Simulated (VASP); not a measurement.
A run of VASP 6.6.1 is set up as follows.

INCAR

```
SYSTEM = Ga
PREC = Accurate ; ENCUT = 520
EDIFF = 1E-6 ; ISMEAR = -1
SIGMA = 0.05 ; LREAL = .FALSE.
LASPH = .TRUE. ; NELM = 100
ALGO = Normal ; ISIF = 2
LWAVE = .FALSE. ; LCHARG = .TRUE.
GGA = PE ; LELF = .TRUE.
LVHAR = .TRUE. ; NBANDS = 12
```

KPOINTS

```
regular mesh
0
G
  21 21 21
  0 0 0
```

The input POSCAR:

```
Ga
1.0
   -1.2645968563      1.2645968563      1.2645968563
    1.2645968563     -1.2645968563      1.2645968563
    1.2645968563      1.2645968563     -1.2645968563
Ga
1
Direct
    0.0000000000      0.0000000000      0.0000000000
```

Potentials or basis: VASP PAW PBE potentials, release 64 (Ga_d).

The run is started by

```console
$ cat potpaw_PBE.64/Ga_d/POTCAR > POTCAR
$ mpirun -np 1 vasp_std > vasp.out
```

What does it give for the pressure?

333.7 GPa.
